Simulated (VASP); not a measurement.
# AgCl (R-3m) in VASP: notebook

AgCl is run at these levels: LDA; tasks: electric field gradients.

Program: VASP 6.6.1. These are calculated values, not measurements. Logs are shortened: lines on timing, memory, paths and dates and some standing lists are left out, and cuts for length are marked.

### Step 1. The cell of the first run

It takes space group R-3m (No. 166, trigonal). Conventional cell: a = 3.981 Å, b = 3.981 Å, c = 9.318 Å, α = 90.00°, β = 90.00°, γ = 120.00°. Ag (site symmetry -3m) has 6 Cl at 2.77 Å within 3.7 Å. Within 3.7 Å of Cl (site symmetry -3m) lie 6 Ag at 2.77 Å.

### Step 2. Electric field gradients, LDA (equal xy, yz and zx shear strains of -3 %)

File INCAR:

```
SYSTEM = AgCl
PREC = Accurate
ENCUT = 520
EDIFF = 1E-8
ISMEAR = -1
SIGMA = 0.02
LREAL = .FALSE.
LASPH = .TRUE.
NELM = 100
ALGO = Normal
ISIF = 2
LWAVE = .FALSE.
LCHARG = .FALSE.
LEFG = .TRUE.
NBANDS = 16
```

File KPOINTS:

```
Automatic mesh
0
G
  8 8 8
  0 0 0
```

File POSCAR:

```
AgCl
1.0
   -0.0831945000      2.7315527500      2.7315527500
    2.7315527500     -0.0831945000      2.7315527500
    2.7315527500      2.7315527500     -0.0831945000
Ag Cl
1 1
Direct
    0.5000000000      0.5000000000      0.5000000000
    0.0000000000      0.0000000000      0.0000000000
```

Potentials or basis: VASP PAW LDA potentials, release 64 (Ag, Cl).

Command:

```bash
$ cat potpaw_LDA.64/Ag/POTCAR potpaw_LDA.64/Cl/POTCAR > POTCAR
$ mpirun -np 1 vasp_std > vasp.out
```

OUTCAR:

```text
SYSTEM = AgCl
   PREC = Accurate
   ENCUT = 520
   EDIFF = 1E-8
   ISMEAR = -1
   LREAL = .FALSE.
   LASPH = .TRUE.
   NELM = 100
   ISIF = 2

 ion  position               nearest neighbor table
   1  0.500  0.500  0.500-   2 2.77   2 2.77   2 2.77   2 2.77   2 2.77   2 2.77
   2  0.000  0.000  0.000-   1 2.77   1 2.77   1 2.77   1 2.77   1 2.77   1 2.77

  LATTYP: Found a trigonal (rhomboedric) cell.
 ALAT       =     3.8638946902
 COS(alpha) =     0.4693254694

  Lattice vectors:

 A1 = (  -0.0831945000,   2.7315527500,   2.7315527500)
 A2 = (   2.7315527500,  -0.0831945000,   2.7315527500)
 A3 = (   2.7315527500,   2.7315527500,  -0.0831945000)

Analysis of symmetry for initial positions (statically):
=====================================================================
 Subroutine PRICEL returns:
 Original cell was already a primitive cell.

 Routine SETGRP: Setting up the symmetry group for a
 trigonal (rhombohedral) supercell.

 Subroutine GETGRP returns: Found 12 space group operations
 (whereof 12 operations were pure point group operations)
 out of a pool of 12 trial point group operations.

The static configuration has the point symmetry D_3d.

Analysis of symmetry for dynamics (positions and initial velocities):
=====================================================================
 Subroutine PRICEL returns:
 Original cell was already a primitive cell.

 Routine SETGRP: Setting up the symmetry group for a
 trigonal (rhombohedral) supercell.

 Subroutine GETGRP returns: Found 12 space group operations
 (whereof 12 operations were pure point group operations)
 out of a pool of 12 trial point group operations.

The dynamic configuration has the point symmetry D_3d.

 Subroutine INISYM returns: Found 12 space group operations
 (whereof 12 operations are pure point group operations),
 and found     1 'primitive' translations

----------------------------------------------------------------------------------------

                                     Primitive cell

  volume of cell :      42.6240

  direct lattice vectors                    reciprocal lattice vectors
    -0.083194500  2.731552750  2.731552750    -0.174888897  0.180382789  0.180382789
     2.731552750 -0.083194500  2.731552750     0.180382789 -0.174888897  0.180382789
     2.731552750  2.731552750 -0.083194500     0.180382789  0.180382789 -0.174888897

  length of vectors
     3.863894690  3.863894690  3.863894690     0.309292786  0.309292786  0.309292786

  position of ions in fractional coordinates (direct lattice)
     0.500000000  0.500000000  0.500000000
     0.000000000  0.000000000  0.000000000

  ion indices of the primitive-cell ions
   primitive index   ion index
                 1           1
                 2           2

----------------------------------------------------------------------------------------

 KPOINTS: Automatic mesh

Automatic generation of k-mesh.
 Grid dimensions read from file:
 generate k-points for:    8    8    8

 Generating k-lattice:

  Cartesian coordinates                     Fractional coordinates (reciprocal lattice)
    -0.021861112  0.022547849  0.022547849     0.125000000 -0.000000000 -0.000000000
     0.022547849 -0.021861112  0.022547849    -0.000000000  0.125000000 -0.000000000
     0.022547849  0.022547849 -0.021861112    -0.000000000 -0.000000000  0.125000000

  Length of vectors
     0.038661598  0.038661598  0.038661598

  Shift w.r.t. Gamma in fractional coordinates (k-lattice)
     0.000000000  0.000000000  0.000000000

 Subroutine IBZKPT returns following result:
 ===========================================

 Found     65 irreducible k-points:

 Following reciprocal coordinates:
            Coordinates               Weight
  0.000000  0.000000  0.000000      1.000000
  0.125000  0.000000  0.000000      6.000000
  0.250000  0.000000  0.000000      6.000000
  0.375000 -0.000000 -0.000000      6.000000
  0.500000  0.000000  0.000000      3.000000
  0.125000  0.125000 -0.000000      6.000000
[... 16 lines left out ...]
  0.250000  0.125000  0.125000      6.000000
  0.375000  0.125000  0.125000      6.000000
 [... further k-points ...]
   k-points           NKPTS =     65   k-points in BZ     NKDIM =     65   number of bands    NBANDS=     16
   number of dos      NEDOS =    301   number of ions     NIONS =      2
   total plane-waves  NPLWV =  27000
   dimension x,y,z NGX =    30 NGY =   30 NGZ =   30
   dimension x,y,z NGXF=    60 NGYF=   60 NGZF=   60
   ions per type =               1   1
   NGX,Y,Z   is equivalent  to a cutoff of  12.91, 12.91, 12.91 a.u.
   NGXF,Y,Z  is equivalent  to a cutoff of  25.82, 25.82, 25.82 a.u.
 SYSTEM =  AgCl
   PREC   = accura    normal or accurate (medium, high low for compatibility)
   ISTART =      0    job   : 0-new  1-cont  2-samecut
   ICHARG =      2    charge: 1-file 2-atom 10-const
   ISPIN  =      1    spin polarized calculation?
   LNONCOLLINEAR =      F non collinear calculations
   LSORBIT =      F    spin-orbit coupling
   LASPH  =      T    aspherical Exc in radial PAW
   ENCUT  =  520.0 eV  38.22 Ry    6.18 a.u.   7.18  7.18  7.18*2*pi/ulx,y,z
   NELM   =    100;   NELMIN=  2; NELMDL= -5     # of ELM steps
   EDIFF  = 0.1E-07   stopping-criterion for ELM
   LREAL  =      F    real-space projection
   EDIFFG = 0.1E-06   stopping-criterion for IOM
   NSW    =      0    number of steps for IOM
   IBRION =     -1    ionic relax: 0-MD 1-quasi-New 2-CG
   NFREE  =      0    steps in history (QN), initial steepest desc. (CG)
   ISIF   =      2    stress and relaxation
   ISYM   =      2    0-nonsym 1-usesym 2-fastsym
   POTIM  = 0.5000    time-step for ionic-motion
   TEBEG  =    0.0;   TEEND  =   0.0 temperature during run
   PSTRESS=    0.0 pullay stress
   NELECT =      18.0000    total number of electrons
   NUPDOWN=      -1.0000    fix difference up-down
   EMIN   =  10.00;   EMAX   =-10.00  energy-range for DOS
   EFERMI =   0.00;   METHOD = LEGACY
   ISMEAR =    -1;   SIGMA  =   0.02  broadening in eV -4-tet -1-fermi 0-gaus
   EFERMI_NEDOS =   21; number of points for ismear=-14 and -15
   IALGO  =     38    algorithm
   IMIX   =      4    mixing-type and parameters
     AMIX     =   0.40;   BMIX     =  1.00
     AMIX_MAG =   1.60;   BMIX_MAG =  1.00
  volume/ion in A,a.u.               =      21.31       143.82
  Fermi-wavevector in a.u.,A,eV,Ry     =   1.228234  2.321025 20.525180  1.508558
  Thomas-Fermi vector in A             =   2.363167
   LORBIT       =      0    0 simple, 1 ext, 2 COOP (PROOUT), +10 PAW based schemes
   GGA     = CA    functional components
   LHFCALC =     F    Hartree Fock is set to
   AEXX    =    0.0000 exact exchange contribution
   IVDW    =     0    specifies the selected vdW correction
   LEPSILON=     F    determine dielectric tensor
   LRPA    =     F    only Hartree local field effects (RPA)
 non-spin polarized calculation
  energy-cutoff  :      520.00
  volume of cell :       42.62
 maximum number of plane-waves:      1175
 NGX is ok and might be reduce to    30
   NGX = 15   NGY = 15   NGZ = 15

 number of electron      17.9999996 magnetization

 Free energy of the ion-electron system (eV)
  ---------------------------------------------------
  ext. energy  EPLUGINS =         0.00000000
  ---------------------------------------------------
  free energy    TOTEN  =        -6.71008322 eV

  energy without entropy =       -6.71008322  energy(sigma->0) =       -6.71008322

 E-fermi :   3.9332     XC(G=0): -10.4445

 val. band max:        3.6129769400   @ k =   0.5000   0.5000   0.5000
 cond. band min:       4.2196103098   @ k =   0.0000   0.0000   0.0000
 fundamental gap:      0.6066333698
 Fermi energy:         3.9331683092

 k-point     1 :       0.0000    0.0000    0.0000
  band No.  band energies     occupation
      1     -11.4617      2.00000
      2       1.0258      2.00000
      3       1.0258      2.00000
      4       1.1074      2.00000
      5       1.1076      2.00000
      6       1.1076      2.00000
[... 8 lines left out ...]
     15      16.4863      0.00000
     16      16.4863      0.00000
[... 419 lines left out ...]
 k-point    24 :       0.3750    0.1250    0.1250
  band No.  band energies     occupation
      1     -11.1456      2.00000
      2      -1.0759      2.00000
      3      -0.4631      2.00000
      4       0.0280      2.00000
      5       1.2339      2.00000
      6       1.3591      2.00000
[... 8 lines left out ...]
     15      17.2119      0.00000
     16      17.5045      0.00000

 [... further k-points ...]

------------------------ aborting loop because EDIFF is reached ----------------------------------------

  FORCE on cell =-STRESS in cart. coord.  units (eV):
  Direction    XX          YY          ZZ          XY          YZ          ZX
  --------------------------------------------------------------------------------------
  -------------------------------------------------------------------------------------
  Total       -1.4913334     -1.4913334     -1.4913334      0.0652528      0.0652528      0.0652528
  in kB      -56.0572030    -56.0572030    -56.0572030      2.4527643      2.4527643      2.4527643
  external PRESSURE =     -56.0572030 kB  Pullay stress =       0.0000000 kB

 VOLUME and BASIS-vectors are now :
 -----------------------------------------------------------------------------
  energy-cutoff  :      520.00
  volume of cell :       42.62
      direct lattice vectors                 reciprocal lattice vectors
    -0.083194500  2.731552750  2.731552750    -0.174888897  0.180382789  0.180382789
     2.731552750 -0.083194500  2.731552750     0.180382789 -0.174888897  0.180382789
     2.731552750  2.731552750 -0.083194500     0.180382789  0.180382789 -0.174888897

 POSITION                                       TOTAL-FORCE (eV/Angst)
 -----------------------------------------------------------------------------------
      2.68996      2.68996      2.68996         0.000000     -0.000000     -0.000000
      0.00000      0.00000      0.00000        -0.000000      0.000000      0.000000
 -----------------------------------------------------------------------------------
    total drift:                                0.000000      0.000000      0.000000

  FREE ENERGIE OF THE ION-ELECTRON SYSTEM (eV)
  ---------------------------------------------------
  free  energy   TOTEN  =        -6.7100832208 eV

  energy  without entropy=       -6.7100832193  energy(sigma->0) =       -6.71008322

 Electric field gradients (V/A^2)
---------------------------------------------------------------------
 ion       V_xx      V_yy      V_zz      V_xy      V_xz      V_yz
---------------------------------------------------------------------
   1       0.000     0.000    -0.000     3.340     3.340     3.340
   2      -0.000     0.000    -0.000    -6.728    -6.728    -6.728
---------------------------------------------------------------------

 Electric field gradients after diagonalization (V/A^2)
 (convention: |V_zz| > |V_xx| > |V_yy|)
----------------------------------------------------------------------
 ion       V_xx      V_yy      V_zz     asymmetry (V_yy - V_xx)/ V_zz
----------------------------------------------------------------------
   1      -3.340    -3.340     6.679       0.000
   2       6.728     6.728   -13.456       0.000
----------------------------------------------------------------------

           NMR quadrupolar parameters

 Cq : quadrupolar parameter    Cq=e*Q*V_zz/h
 eta: asymmetry parameters     (V_yy - V_xx)/ V_zz
 Q  : nuclear electric quadrupole moment in mb (millibarn)
----------------------------------------------------------------------
 ion       Cq(MHz)       eta       Q (mb)
----------------------------------------------------------------------
   1       0.016       0.000       1.000
   2      -0.033       0.000       1.000
----------------------------------------------------------------------
```

Run time: 19 s. Hardware: 1 thread of Intel Xeon 6975P-C (Granite Rapids), shared host; peak memory 0.17 GiB.

What came out:

| Property | Result |
| --- | --- |
| Free energy | -6.7101 eV |
| Pressure | -5.6 GPa |
| Band gap on the k mesh | 0.61 eV, indirect (least direct gap 2.80 eV) |

Stress tensor (GPa, compression positive):
```
-5.61  0.25  0.25
 0.25 -5.61  0.25
 0.25  0.25 -5.61
```

Electric field gradients, principal values (V/Å²):
```csv
atom,least,middle,greatest (by size)
1 Ag,-3.340,-3.340,6.679
2 Cl,6.728,6.728,-13.456
```

Caveat: the cell differs from its parent crystal (equal xy, yz and zx shear strains of -3 %); without QUAD_EFG the Cq values of the log hold for a quadrupole moment of 1 mb, not for the nuclei.

(Part 1 of 2 ends here.)
